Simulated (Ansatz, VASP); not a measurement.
Ge: VASP beside Ansatz

Contents of INCAR:

```
ALGO     = Normal         # electronic algorithm
EDIFF    = 1E-8           # SCF threshold, eV
ENCUT    = 520            # plane-wave cutoff, eV
GGA      = PS             # functional
ISIF     = 2              # what is computed and relaxed
ISMEAR   = -1             # smearing method
LASPH    = T              # aspherical terms in the spheres
LCHARG   = F              # write CHGCAR
LEFG     = T            
LREAL    = F              # projectors in reciprocal space
LWAVE    = F              # write WAVECAR
NBANDS   = 21             # bands
NELM     = 80             # most SCF steps
PREC     = Accurate       # precision mode
SIGMA    = 0.05           # smearing width, eV
```

The input KPOINTS:

```
k-points
0
Gamma
  11 11 11
```

The input POSCAR:

```
Ge
1.0
    0.0000000000      2.8381679760      2.8381679760
    2.8381679760      0.0000000000      2.8381679760
    2.8381679760      2.8381679760      0.0000000000
Ge
2
Direct
    0.5000000000      0.5000000000      0.5000000000
    0.7500000000      0.7500000000      0.7500000000
```

Input for Ansatz:

```yaml
crystal:
  lattice:
    - [0.0, 2.838167976, 2.838167976]
    - [2.838167976, 0.0, 2.838167976]
    - [2.838167976, 2.838167976, 0.0]
  atoms:
    - { symbol: Ge, position: [0.5, 0.5, 0.5] }
    - { symbol: Ge, position: [0.75, 0.75, 0.75] }
kpoints:
  mp_grid: { grid: [11, 11, 11] }
scf:
  occupations: { method: fermi_dirac, width: 0.05 }
hamiltonian:
  xc: pbesol
  pseudopotentials: { kind: paw }
output:
  forces: true
  stress: true
  eigenvalues: true
  efg: { contact_densities: true }
  write_density: true
  write_potential: true
  elf: true
  volumetric_format: npy
```

Change from the starting cell: volume scaled by 1.01, PAW files.

Alike in both runs: task electric field gradients; functional PBEsol; k mesh 11 × 11 × 11; occupations fermi-dirac, width 0.05 eV; no spin polarisation.

|  | VASP | Ansatz |
| --- | --- | --- |
| version | VASP 6.6.1 | Ansatz 0.2.0 |
| potentials or method | VASP PAW PBE potentials, release 64 (Ge_d) | PAW with Ansatz's default frozen-core files, scalar-relativistic |
| plane-wave cutoff (eV) | 520 | 420 |
| valence electrons in the cell | 28 | 28 |

```csv
,VASP,Ansatz,Ansatz less VASP
pressure (GPa),-0.1,0.0,+0.08
```

VASP's potentials were made for PBE, not for PBEsol. The functional is the same, so the differences come from potentials, cutoffs and numerics.
